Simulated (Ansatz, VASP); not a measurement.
## MgS in VASP and in Ansatz

The input POSCAR:

```
MgS
1.0
    4.0048410169      0.0000000000      0.0000000000
    0.0000000000      5.6637004813      0.0000000000
    0.0000000000      0.0000000000      3.9887568572
Mg S
2 2
Direct
    0.0000000000     -0.0003889981      0.0000000000
    0.5000000000      0.4996110019      0.5000000000
    0.0000000000      0.2503889981      0.5000000000
    0.5000000000      0.7503889981      0.0000000000
```

Contents of INCAR.step1:

```
PREC = Accurate ; ENCUT = 660
ISMEAR = 0 ; SIGMA = 0.02
LREAL = False ; LASPH = True
NELM = 120 ; NBANDS = 16
GGA = PE ; ALGO = Normal
EDIFF = 1E-5 ; LWAVE = True
LCHARG = False ; GGA_COMPAT = False
```

File INCAR.step2:

```
PREC = Accurate ; ENCUT = 660
EDIFF = 1E-6 ; ISMEAR = 0
SIGMA = 0.02 ; LREAL = False
LASPH = True ; NELM = 120
ALGO = Normal ; ISIF = 2
LWAVE = False ; LCHARG = False
METAGGA = R2SCAN ; LMIXTAU = True
NBANDS = 16 ; ISTART = 1
GGA_COMPAT = False
```

KPOINTS

```
regular mesh
0
Gamma
  6 4 6
```

Input for Ansatz:

```yaml
crystal:
  lattice:
    - [4.0048410169, 0.0, 0.0]
    - [0.0, 5.6637004813, 0.0]
    - [0.0, 0.0, 3.9887568572]
  atoms:
    - { symbol: Mg, position: [0.0, -0.0003889981, 0.0] }
    - { symbol: Mg, position: [0.5, 0.4996110019, 0.5] }
    - { symbol: S, position: [0.0, 0.2503889981, 0.5] }
    - { symbol: S, position: [0.5, 0.7503889981, 0.0] }
basis:
  ecutwfc: 500
kpoints:
  mp_grid: { grid: [6, 4, 6] }
  band_path:
    path:
      - [[0.0, 0.0, 0.0], [0.0, -1.0, 0.0], [0.0, -1.0, 0.25200406]]
      - [[0.0, 0.0, 0.74799594], [0.0, 0.0, 0.0], [-0.75, 0.0, 0.0]]
      - [[-0.25, -1.0, 0.0], [0.0, -1.0, 0.0]]
      - [[0.0, 0.0, 0.0], [0.0, -0.5, 0.5], [-0.5, -0.5, 0.5], [-0.5, -0.5, 0.0], [0.0, 0.0, 0.0], [-0.5, 0.0, 0.5], [-0.5, -0.5, 0.5]]
    npoints: 10
hamiltonian:
  xc: r2scan
  pseudopotentials: { kind: paw }
scf:
  occupations: { method: gaussian, width: 0.02 }
  n_extra_bands: 8
output:
  forces: true
  stress: true
  eigenvalues: true
```

Alike in both runs: task single point; functional r2SCAN; k mesh 6 × 4 × 6; occupations gaussian, width 0.02 eV; no spin polarisation.

|  | VASP | Ansatz |
| --- | --- | --- |
| version | VASP 6.6.1 | Ansatz 0.2.0 |
| potentials or method | VASP PAW PBE potentials, release 64 (Mg, S), cutoff 660 eV | scalar-relativistic, plane waves, PAW |
| valence electrons in the cell | 16 | 32 |

```tsv
	VASP	Ansatz	Ansatz less VASP
gap on the k mesh at the Fermi level (eV)	4.13	4.14	+0.012
least direct gap on the mesh (eV)	4.13	4.14	+0.012
pressure (GPa)	-0.1	0.2	+0.26
traceless stress, the component that is largest in VASP (GPa)	0.15	0.14	-0.001
```

VASP's potentials were made for PBE, not for r2SCAN. With one functional, cell and mesh, what is left measures potentials, basis and numerics. VASP's potentials hold 16 valence electrons a cell and Ansatz's 32, so a difference there can come from the potentials and not from the codes.
